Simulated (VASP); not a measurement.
# CaPb2F6 in VASP: notebook

CaPb2F6 is run at these levels: PBE; tasks: single point.

Everything below comes from runs of VASP 6.6.1. Logs are shortened: lines on timing, memory, paths and dates and some standing lists are left out, and cuts for length are marked.

**1. The cell of the first run**

The typed cell holds 18 atoms: a = 7.164 Å, b = 7.158 Å, c = 7.153 Å, α = 80.40°, β = 70.55°, γ = 59.96°.

**2. Single point, PBE**

INCAR reads:

```
ALGO     = Normal         # electronic algorithm
EDIFF    = 1E-6           # SCF threshold, eV
ENCUT    = 520            # plane-wave cutoff, eV
GGA      = PE             # functional
ISIF     = 2              # what is computed and relaxed
ISMEAR   = 0              # smearing method
ISYM     = 0            
LASPH    = True           # aspherical terms in the spheres
LCHARG   = False          # write CHGCAR
LREAL    = Auto         
LWAVE    = False          # write WAVECAR
NBANDS   = 95             # bands
NELM     = 100            # most SCF steps
PREC     = Accurate       # precision mode
SIGMA    = 0.1            # smearing width, eV
```

KPOINTS reads:

```
Automatic mesh
0
Gamma
  2 2 2
  0.5 0.5 0.5
```

POSCAR reads:

```
CaPb2F6
1.0
    5.8474543623      2.9267443881     -2.9256818852
    2.9245512256      5.8454195402      2.9192607381
    5.8411609866     -2.9193522865      2.9204872356
F Ca Pb
12 2 4
Direct
    0.4619271734      0.3457580015      0.6137286949
    0.8077584592      0.6540465049      0.6140614123
    0.9516532452      0.3334761806      0.1448248061
    0.2854266137      0.6663335223      0.1447119873
    0.6262499389      0.9999918167      0.1231747938
    0.1169582963      0.0001649649      0.6136618589
    0.3742575383     -0.0000350842      0.8762765322
    0.7150773263      0.3336273424      0.8547542405
    0.8835314014      0.9997823538      0.3858213142
    0.1927151453      0.3459185912      0.3854609307
    0.5385677916      0.6541930603      0.3857755031
    0.0488577368      0.6664639299      0.8546445369
    0.8336491338      0.3328646070      0.4997540983
    0.1668385706      0.6670922888      0.4997016571
    0.5002375336      0.9999765012      0.4997462511
    0.0002331305      0.9999811183     -0.0002672858
    0.3304930544      0.3393833672     -0.0001488318
    0.6700069570      0.6605785492     -0.0004169562
```

Potentials or basis: VASP PAW PBE potentials, release 64 (F, Ca_sv, Pb_d).

Launch:

```bash
$ cat potpaw_PBE.64/F/POTCAR potpaw_PBE.64/Ca_sv/POTCAR potpaw_PBE.64/Pb_d/POTCAR > POTCAR
$ mpirun -np 1 vasp_std > vasp.out
```

OUTCAR:

```text
EDIFF = 1E-6
   ENCUT = 520
   GGA = PE
   ISIF = 2
   ISMEAR = 0
   ISYM = 0
   LASPH = True
   LREAL = Auto
   NELM = 100
   PREC = Accurate

 ion  position               nearest neighbor table
   1  0.462  0.346  0.614-  14 2.47  13 2.47  15 2.59  17 2.61
   2  0.808  0.654  0.614-  13 2.47  14 2.47  15 2.59  18 2.60
   3  0.952  0.333  0.145-  13 2.39  18 2.55  16 2.58  17 2.58
   4  0.285  0.666  0.145-  14 2.39  17 2.55  16 2.58  18 2.58
   5  0.626  1.000  0.123-  16 2.53  15 2.54  17 2.56  18 2.56
   6  0.117  0.000  0.614-  13 2.46  14 2.47  15 2.59  16 2.61
   7  0.374  1.000  0.876-  16 2.53  15 2.54  18 2.56  17 2.56
   8  0.715  0.334  0.855-  13 2.39  18 2.55  16 2.58  17 2.58
   9  0.884  1.000  0.386-  14 2.46  13 2.47  15 2.59  16 2.61
  10  0.193  0.346  0.385-  14 2.47  13 2.47  15 2.59  17 2.60
  11  0.539  0.654  0.386-  13 2.47  14 2.47  15 2.59  18 2.61
  12  0.049  0.666  0.855-  14 2.39  17 2.55  16 2.58  18 2.58
  13  0.834  0.333  0.500-   3 2.39   8 2.39   6 2.46   9 2.47  11 2.47   2 2.47   1 2.47  10 2.47

  14  0.167  0.667  0.500-  12 2.39   4 2.39   9 2.46   6 2.47   1 2.47  10 2.47  11 2.47   2 2.47

  15  0.500  1.000  0.500-   7 2.54   5 2.54   6 2.59   9 2.59  11 2.59   1 2.59  10 2.59   2 2.59
                            16 4.13  16 4.13
  16  0.000  1.000  1.000-   5 2.53   7 2.53  12 2.58   3 2.58   8 2.58   4 2.58   6 2.61   9 2.61
                            18 4.09  17 4.09  15 4.13  15 4.13
  17  0.330  0.339  1.000-   4 2.55  12 2.55   5 2.56   7 2.56   8 2.58   3 2.58  10 2.60   1 2.61
                            16 4.09  18 4.10  18 4.10
  18  0.670  0.661  1.000-   8 2.55   3 2.55   7 2.56   5 2.56   4 2.58  12 2.58   2 2.60  11 2.61
                            16 4.09  17 4.10  17 4.10

IMPORTANT INFORMATION: All symmetrisations will be switched off!
NOSYMM: (Re-)initialisation of all symmetry stuff for point group C_1.

----------------------------------------------------------------------------------------

                                     Primitive cell

  volume of cell :     299.4410

  direct lattice vectors                    reciprocal lattice vectors
     5.847454362  2.926744388 -2.925681885     0.085472011  0.028422152 -0.142538374
     2.924551226  5.845419540  2.919260738    -0.000021452  0.114101930  0.114100493
     5.841160987 -2.919352287  2.920487236     0.085645483 -0.085581304  0.085564138

  length of vectors
     7.163670130  7.158492350  7.153392561     0.168613379  0.161363482  0.148258322

  position of ions in fractional coordinates (direct lattice)
     0.461927173  0.345758002  0.613728695
     0.807758459  0.654046505  0.614061412
     0.951653245  0.333476181  0.144824806
     0.285426614  0.666333522  0.144711987
     0.626249939  0.999991817  0.123174794
     0.116958296  0.000164965  0.613661859
[... 10 lines left out ...]
     0.330493054  0.339383367  0.999851168
     0.670006957  0.660578549  0.999583044

  ion indices of the primitive-cell ions
   primitive index   ion index
                 1           1
                 2           2
                 3           3
                 4           4
                 5           5
                 6           6
[... 10 lines left out ...]
                17          17
                18          18

----------------------------------------------------------------------------------------

 KPOINTS: Automatic mesh

Automatic generation of k-mesh.
 Grid dimensions read from file:
 generate k-points for:    2    2    2

 Generating k-lattice:

  Cartesian coordinates                     Fractional coordinates (reciprocal lattice)
     0.042736006  0.014211076 -0.071269187     0.500000000 -0.000000000 -0.000000000
    -0.000010726  0.057050965  0.057050246    -0.000000000  0.500000000 -0.000000000
     0.042822741 -0.042790652  0.042782069     0.000000000  0.000000000  0.500000000

  Length of vectors
     0.084306690  0.080681741  0.074129161

  Shift w.r.t. Gamma in fractional coordinates (k-lattice)
     0.500000000  0.500000000  0.500000000

 Subroutine IBZKPT returns following result:
 ===========================================

 Found      4 irreducible k-points:

 Following reciprocal coordinates:
            Coordinates               Weight
  0.250000  0.250000  0.250000      2.000000
 -0.250000  0.250000  0.250000      2.000000
  0.250000 -0.250000  0.250000      2.000000
 -0.250000 -0.250000  0.250000      2.000000
   k-points           NKPTS =      4   k-points in BZ     NKDIM =      4   number of bands    NBANDS=     95
   number of dos      NEDOS =    301   number of ions     NIONS =     18
   total plane-waves  NPLWV = 157464
   dimension x,y,z NGX =    54 NGY =   54 NGZ =   54
   dimension x,y,z NGXF=   108 NGYF=  108 NGZF=  108
   ions per type =              12   2   4
   NGX,Y,Z   is equivalent  to a cutoff of  12.53, 12.54, 12.55 a.u.
   NGXF,Y,Z  is equivalent  to a cutoff of  25.06, 25.08, 25.10 a.u.
 SYSTEM =  unknown system
   PREC   = accura    normal or accurate (medium, high low for compatibility)
   ISTART =      0    job   : 0-new  1-cont  2-samecut
   ICHARG =      2    charge: 1-file 2-atom 10-const
   ISPIN  =      1    spin polarized calculation?
   LNONCOLLINEAR =      F non collinear calculations
   LSORBIT =      F    spin-orbit coupling
   LASPH  =      T    aspherical Exc in radial PAW
   ENCUT  =  520.0 eV  38.22 Ry    6.18 a.u.  13.32 13.31 13.30*2*pi/ulx,y,z
   NELM   =    100;   NELMIN=  2; NELMDL= -5     # of ELM steps
   EDIFF  = 0.1E-05   stopping-criterion for ELM
   LREAL  =      T    real-space projection
   EDIFFG = 0.1E-04   stopping-criterion for IOM
   NSW    =      0    number of steps for IOM
   IBRION =     -1    ionic relax: 0-MD 1-quasi-New 2-CG
   NFREE  =      0    steps in history (QN), initial steepest desc. (CG)
   ISIF   =      2    stress and relaxation
   ISYM   =      0    0-nonsym 1-usesym 2-fastsym
   POTIM  = 0.5000    time-step for ionic-motion
   TEBEG  =    0.0;   TEEND  =   0.0 temperature during run
   PSTRESS=    0.0 pullay stress
   NELECT =     160.0000    total number of electrons
   NUPDOWN=      -1.0000    fix difference up-down
   EMIN   =  10.00;   EMAX   =-10.00  energy-range for DOS
   EFERMI =   0.00;   METHOD = LEGACY
   ISMEAR =     0;   SIGMA  =   0.10  broadening in eV -4-tet -1-fermi 0-gaus
   EFERMI_NEDOS =   21; number of points for ismear=-14 and -15
   IALGO  =     38    algorithm
   IMIX   =      4    mixing-type and parameters
     AMIX     =   0.40;   BMIX     =  1.00
     AMIX_MAG =   1.60;   BMIX_MAG =  1.00
  volume/ion in A,a.u.               =      16.64       112.26
  Fermi-wavevector in a.u.,A,eV,Ry     =   1.328448  2.510402 24.011193  1.764773
  Thomas-Fermi vector in A             =   2.457684
   LORBIT       =      0    0 simple, 1 ext, 2 COOP (PROOUT), +10 PAW based schemes
   GGA     = PE    functional components
   LHFCALC =     F    Hartree Fock is set to
   AEXX    =    0.0000 exact exchange contribution
   IVDW    =     0    specifies the selected vdW correction
   LEPSILON=     F    determine dielectric tensor
   LRPA    =     F    only Hartree local field effects (RPA)
 non-spin polarized calculation
 Gauss-broadening in eV      SIGMA  =   0.10
  energy-cutoff  :      520.00
  volume of cell :      299.44
 maximum number of plane-waves:      8068
 NGX is ok and might be reduce to    54
   NGX = 27   NGY = 27   NGZ = 27

 number of electron     160.0000002 magnetization

 Free energy of the ion-electron system (eV)
  ---------------------------------------------------
  ext. energy  EPLUGINS =         0.00000000
  ---------------------------------------------------
  free energy    TOTEN  =       -91.78927397 eV

  energy without entropy =      -91.78927397  energy(sigma->0) =      -91.78927397

 E-fermi :   1.6824     XC(G=0):  -9.3136

 val. band max:        1.1755199984   @ k =   0.2500   0.2500   0.2500
 cond. band min:       5.9949293224   @ k =   0.2500  -0.2500   0.2500
 fundamental gap:      4.8194093240
 Fermi energy:         1.6824197178

 k-point     1 :       0.2500    0.2500    0.2500
  band No.  band energies     occupation
      1     -36.4129      2.00000
      2     -36.4080      2.00000
      3     -19.9592      2.00000
      4     -19.8572      2.00000
      5     -19.8253      2.00000
      6     -19.7760      2.00000
[... 84 lines left out ...]
     91       8.6001      0.00000
     92       8.7496      0.00000

 k-point     2 :      -0.2500    0.2500    0.2500
  band No.  band energies     occupation
      1     -36.4115      2.00000
      2     -36.4093      2.00000
      3     -19.9408      2.00000
      4     -19.8719      2.00000
      5     -19.8299      2.00000
      6     -19.7904      2.00000
[... 84 lines left out ...]
     91       8.6236      0.00000
     92       8.6633      0.00000

 k-point     3 :       0.2500   -0.2500    0.2500
  band No.  band energies     occupation
      1     -36.4115      2.00000
      2     -36.4093      2.00000
      3     -19.9264      2.00000
      4     -19.8753      2.00000
      5     -19.8317      2.00000
      6     -19.7738      2.00000
[... 84 lines left out ...]
     91       8.6951      0.00000
     92       8.7604      0.00000

 k-point     4 :      -0.2500   -0.2500    0.2500
  band No.  band energies     occupation
      1     -36.4129      2.00000
      2     -36.4080      2.00000
      3     -19.9791      2.00000
      4     -19.8359      2.00000
      5     -19.8137      2.00000
      6     -19.7954      2.00000
[... 84 lines left out ...]
     91       8.4869      0.00000
     92       8.5578      0.00000
 [bands above 92 left out]

------------------------ aborting loop because EDIFF is reached ----------------------------------------

  FORCE on cell =-STRESS in cart. coord.  units (eV):
  Direction    XX          YY          ZZ          XY          YZ          ZX
  --------------------------------------------------------------------------------------
  -------------------------------------------------------------------------------------
  Total       -0.1273359     -0.1124622     -0.1260995      0.0117798      0.0131047     -0.0297038
  in kB       -0.6813184     -0.6017359     -0.6747031      0.0630287      0.0701174     -0.1589321
  external PRESSURE =      -0.6525858 kB  Pullay stress =       0.0000000 kB

 VOLUME and BASIS-vectors are now :
 -----------------------------------------------------------------------------
  energy-cutoff  :      520.00
  volume of cell :      299.44
      direct lattice vectors                 reciprocal lattice vectors
     5.847454362  2.926744388 -2.925681885     0.085472011  0.028422152 -0.142538374
     2.924551226  5.845419540  2.919260738    -0.000021452  0.114101930  0.114100493
     5.841160987 -2.919352287  2.920487236     0.085645483 -0.085581304  0.085564138

 POSITION                                       TOTAL-FORCE (eV/Angst)
 -----------------------------------------------------------------------------------
      7.29717      1.58135      1.45029         0.000608     -0.016406     -0.000936
     10.22295      4.39462      1.33945        -0.000656      0.001034      0.016584
      7.38596      4.31176     -1.38777        -0.012238      0.015750     -0.009724
      4.46303      4.30790      1.53276        -0.011147      0.009482     -0.015694
      7.30598      7.31865      1.44676        -0.000083     -0.001342      0.000770
      4.26889     -1.44822      1.45049         0.018537     -0.004734      0.001585
[... 10 lines left out ...]
      8.76538      0.03219      2.94388        -0.000460      0.004525      0.004014
     11.68846      2.90416      2.88744         0.000848     -0.001784     -0.004774
 -----------------------------------------------------------------------------------
    total drift:                               -0.000611     -0.004282      0.006224

  FREE ENERGIE OF THE ION-ELECTRON SYSTEM (eV)
  ---------------------------------------------------
  free  energy   TOTEN  =       -91.7892739712 eV

  energy  without entropy=      -91.7892739712  energy(sigma->0) =      -91.78927397
```

Run time: 2 min. Hardware: 1 thread of Intel Xeon 6975P-C (Granite Rapids), shared host; peak memory 0.41 GiB.

Results:

```
Free energy            : -91.7893 eV
Pressure               : -0.1 GPa
Largest force          : 0.022 eV/Å
Band gap on the k mesh : 4.82 eV (least direct gap 4.86 eV)
```

Forces in eV/Å, atoms in the order of the input:
```
F    0.001 -0.016 -0.001
F   -0.001  0.001  0.017
F   -0.012  0.016 -0.010
F   -0.011  0.009 -0.016
F    0.000 -0.001  0.001
F    0.019 -0.005  0.002
F   -0.001  0.001  0.000
F    0.011 -0.008  0.014
F   -0.019  0.002 -0.001
F    0.001  0.001 -0.018
F    0.000  0.017  0.000
F    0.011 -0.015  0.009
Ca   0.002  0.002 -0.001
Ca  -0.002 -0.002  0.000
Pb   0.000 -0.002  0.003
Pb   0.001 -0.002  0.003
Pb   0.000  0.005  0.004
Pb   0.001 -0.002 -0.005
```

Caveat: spin-orbit coupling is left out, which moves the levels of the heavy elements; a shifted mesh leaves out Γ, where band edges can lie. A k mesh can miss the band edges.

**3. Single point, PBE**

INCAR reads:

```
SYSTEM = CaPb2F6
PREC = Accurate ; ENCUT = 520
EDIFF = 1E-7 ; ISMEAR = 0
SIGMA = 0.1 ; LREAL = Auto
LASPH = .TRUE. ; NELM = 100
ALGO = Normal ; ISIF = 2
LWAVE = .FALSE. ; LCHARG = .FALSE.
GGA = PE ; ISYM = 0
NBANDS = 95
```

KPOINTS is that of step 2.

POSCAR reads:

```
CaPb2F6
1.0
    5.8458450422      2.9251140493     -2.9241441645
    2.9234653484      5.8439029927      2.9189047133
    5.8446993362     -2.9232445735      2.9237222283
F Ca Pb
12 2 4
Direct
    0.4587498434      0.3315508297      0.6225519924
    0.7843167408      0.6650486940      0.6446323154
    0.9494422804      0.3317102131      0.1130447210
    0.2946222469      0.6775627567      0.1131762530
    0.6405309947      0.9855542410      0.1133541931
    0.1179481699      0.9980435586      0.6445509277
    0.3712288914      0.9855369944      0.8852374278
    0.7163763164      0.3314877710      0.8853358670
    0.8814836683     -0.0018555557      0.3537996055
    0.2070438855      0.3316195798      0.3758028506
    0.5479217421      0.6650852309      0.3538872118
    0.0251704301      0.6777156062      0.8850700027
    0.9994891259      0.9985769275     -0.0008026193
    0.6664533815      0.6644893985     -0.0007901158
    0.5028273640     -0.0081774517      0.4991660275
    0.8330280467      0.3315548853      0.4991892912
    0.3330185422      0.3314931377      0.9991481538
    0.1630532810      0.6712792016      0.4992423399
```

Potentials or basis: VASP PAW PBE potentials, release 64 (F, Ca_sv, Pb_d).

Launch:

```bash
$ cat potpaw_PBE.64/F/POTCAR potpaw_PBE.64/Ca_sv/POTCAR potpaw_PBE.64/Pb_d/POTCAR > POTCAR
$ mpirun -np 1 vasp_std > vasp.out
```

Run time: 2.3 min. Hardware: 1 thread of Intel Xeon 6975P-C (Granite Rapids), shared host; peak memory 0.42 GiB.

The run converged. Its results:

* Free energy: -91.7886 eV
* Pressure: -0.1 GPa
* Largest force: 0.034 eV/Å
* Band gap on the k mesh: 4.82 eV (least direct gap 4.86 eV)

Forces in eV/Å, atoms in the order of the input:
```
F    0.006  0.000  0.003
F   -0.020  0.021 -0.014
F    0.030  0.000  0.000
F    0.000 -0.029  0.001
F    0.001  0.001  0.027
F   -0.021  0.014 -0.020
F    0.003  0.026 -0.001
F   -0.030  0.004  0.001
F    0.021 -0.020  0.015
F   -0.003  0.001 -0.001
F    0.022 -0.013  0.023
F    0.002  0.001 -0.027
Ca   0.000  0.001  0.003
Ca   0.001 -0.003 -0.001
Pb   0.004  0.005  0.004
Pb  -0.010 -0.004 -0.004
Pb  -0.008 -0.003 -0.003
Pb   0.002 -0.002 -0.006
```

Levels at points of the mesh, in eV from the valence-band top:
```csv
k point,band 78,band 79,band 80,band 81,band 82,band 83
"(0.25, 0.25, 0.25)",-0.22,-0.19,0.00,4.95,5.31,5.45
```

Caveat: spin-orbit coupling is left out, which moves the levels of the heavy elements; a shifted mesh leaves out Γ, where band edges can lie. A k mesh can miss the band edges.

(Continued in part 2 of 3.)
